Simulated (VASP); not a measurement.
Set up this calculation in VASP 6.6.1, as the native input.

```
Task                    : density of states
Functional              : LDA
Potentials or basis     : VASP PAW LDA potentials, release 64 (Al)
Cutoff                  : 520 eV
k mesh                  : 16 × 16 × 16
Occupations             : fermi-dirac, width 0.08 eV
Spin                    : no spin polarisation
Dipole correction       : no
k mesh for the DOS      : 24 × 24 × 24
Occupations for the DOS : tetrahedron
Further INCAR settings  : ALGO = Normal; EDIFF = 1e-07; NBANDS = 8
```

Al:

```
Al
1.0
     0.00000    1.58073    1.58073
     1.58073    0.00000    1.58073
     1.58073    1.58073    0.00000
Al
1
Direct
  0.00000 0.00000 0.00000
```

This cell differs from its parent crystal: volume scaled by 0.5.

These files were run (other wordings do the same):

POSCAR

```
Al
1.0
    0.0000000000      1.5807257789      1.5807257789
    1.5807257789      0.0000000000      1.5807257789
    1.5807257789      1.5807257789      0.0000000000
Al
1
Direct
    0.0000000000      0.0000000000      0.0000000000
```

INCAR.step1

```
PREC = Accurate
ENCUT = 520
EDIFF = 1E-7
ISMEAR = -1
SIGMA = 0.08
LREAL = F
LASPH = T
NELM = 80
ALGO = Normal
ISIF = 2
LWAVE = F
LCHARG = T
GGA = CA
NBANDS = 8
```

KPOINTS.step1

```
regular mesh
0
Gamma
  16 16 16
```

INCAR.step2

```
PREC = Accurate
ENCUT = 520
EDIFF = 1E-7
ISMEAR = -5
SIGMA = 0.08
LREAL = F
LASPH = T
NELM = 80
ALGO = Normal
ISIF = 2
LWAVE = F
LCHARG = F
GGA = CA
LORBIT = 11
NBANDS = 8
NEDOS = 2001
ICHARG = 11
```

KPOINTS.step2

```
regular mesh
0
Gamma
  24 24 24
```

Potentials or basis: VASP PAW LDA potentials, release 64 (Al).

Launch:

```sh
$ cat potpaw_LDA.64/Al/POTCAR > POTCAR
$ cp INCAR.step1 INCAR
$ cp KPOINTS.step1 KPOINTS
$ mpirun -np 1 vasp_std > vasp.out
$ cp INCAR.step2 INCAR
$ cp KPOINTS.step2 KPOINTS
$ mpirun -np 1 vasp_std > vasp.out
```

It gave:

```
Valence electrons inside the program's atomic spheres : Al 1.31
```

Run time: 16 s on 1 thread of Intel(R) Xeon(R) 6975P-C (Granite Rapids), on a shared host, peak memory 0.12 GiB.
